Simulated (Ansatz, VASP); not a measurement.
Nb: VASP beside Ansatz

The input INCAR:

```
  ALGO = Normal
  EDIFF = 1E-6
  ENCUT = 520
  GGA = PE
  ISIF = 2
  ISMEAR = -1
  LASPH = True
  LCHARG = False
  LREAL = False
  LWAVE = False
  NBANDS = 12
  NELM = 100
  PREC = Accurate
  SIGMA = 0.1
```

The input KPOINTS:

```
k-points
0
Gamma
  13 13 13
```

Contents of POSCAR:

```
Nb
1.0
    2.7205463205      0.0000000000      0.0000000000
    0.0000000000      2.7205463205      0.0000000000
    0.0000000000      0.0000000000      2.7205463205
Nb
1
Direct
    0.0000000000      0.0000000000      0.0000000000
```

Input for Ansatz:

```yaml
crystal:
  lattice:
    - [2.7205463205, 0.0, 0.0]
    - [0.0, 2.7205463205, 0.0]
    - [0.0, 0.0, 2.7205463205]
  atoms:
    - { symbol: Nb, position: [0.0, 0.0, 0.0] }
hamiltonian:
  xc: pbe
  pseudopotentials:
    kind: paw
    azcp:
      Nb: "pseudopotentials/Nb.paw.azcp"
basis:
  ecutwfc: 420
  fft_grid_basis: typed
kpoints:
  mp_grid: { grid: [13, 13, 13], shift: [0, 0, 0] }
magnetization:
  spin_polarized: false
scf:
  occupations: { method: fermi_dirac, width: 0.1 }
  lower_state_search: "off"
output:
  stress: true
```

Alike in both runs: task single point; functional PBE; k mesh 13 × 13 × 13; occupations fermi-dirac, width 0.1 eV; no spin polarisation.

|  | VASP | Ansatz |
| --- | --- | --- |
| version | VASP 6.6.1 | Ansatz 0.2.0 |
| potentials or method | VASP PAW PBE potentials, release 64 (Nb_sv), cutoff 520 eV | plane waves (420 eV) with PAW, scalar-relativistic |
| valence electrons in the cell | 13 | 13 |

|  | VASP | Ansatz | Ansatz less VASP |
| --- | --- | --- | --- |
| pressure (GPa) | -0.6 | -0.4 | +0.18 |
